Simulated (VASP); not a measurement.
A run of VASP 6.6.1 is set up as follows.

INCAR

```
SYSTEM = Cd
ALGO = Normal
EDIFF = 1E-6
ENCUT = 520
GGA = PE
ISIF = 2
ISMEAR = 0
LASPH = .TRUE.
LCHARG = .TRUE.
LELF = .TRUE.
LREAL = .FALSE.
LVHAR = .TRUE.
LWAVE = .FALSE.
NBANDS = 12
NELM = 80
PREC = Accurate
SIGMA = 0.1
```

File KPOINTS:

```
k-points
0
G
  16 16 16
  0 0 0
```

Contents of POSCAR:

```
Cd
1.0
    0.0000000000      2.2313829016      2.2313829016
    2.2313829016      0.0000000000      2.2313829016
    2.2313829016      2.2313829016      0.0000000000
Cd
1
Direct
    0.0000000000      0.0000000000      0.0000000000
```

Potentials or basis: VASP PAW PBE potentials, release 64 (Cd).

Run with:

```console
$ cat potpaw_PBE.64/Cd/POTCAR > POTCAR
$ mpirun -np 1 vasp_std > vasp.out
```

Question: Predict the band gap on the k mesh.

Answer: Zero (band 6 reaches 4.69 eV, above the bottom of band 7 at 1.36 eV).

Question: Estimate the pressure.

Answer: 1.6 GPa.
